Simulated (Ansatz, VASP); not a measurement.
# Two plane-wave programs on Os

```
Os
1.0
    -1.54743    1.54743    1.54743
     1.54743   -1.54743    1.54743
     1.54743    1.54743   -1.54743
Os
1
Direct
  0.00000 0.00000 0.00000
```

Alike in both runs: functional PBE; k mesh 19 × 19 × 19; occupations fermi-dirac, width 0.05 eV; non-collinear spin, spin-orbit coupling.

Ansatz relaxed the structure, and its values are those at the end. VASP's run is a single point on that final structure, the one shown.

```csv
,VASP,Ansatz
version,VASP 6.6.1,Ansatz 0.2.0
potentials or method,"VASP PAW PBE potentials, release 64 (Os)","PAW with Ansatz's default frozen-core files, fully relativistic files with spin-orbit coupling"
plane-wave cutoff (eV),520,420
valence electrons in the cell,8,16
```

|  | VASP | Ansatz | Ansatz less VASP |
| --- | --- | --- | --- |
| pressure (GPa) | 0.1 | 0.0 | -0.08 |
| net moment per atom (μB) | 0.00 | 0.00 | 0.000 |

The functional is the same, so the differences come from potentials, cutoffs and numerics. VASP's potentials hold 8 valence electrons a cell and Ansatz's 16, so a difference there can come from the potentials and not from the codes.
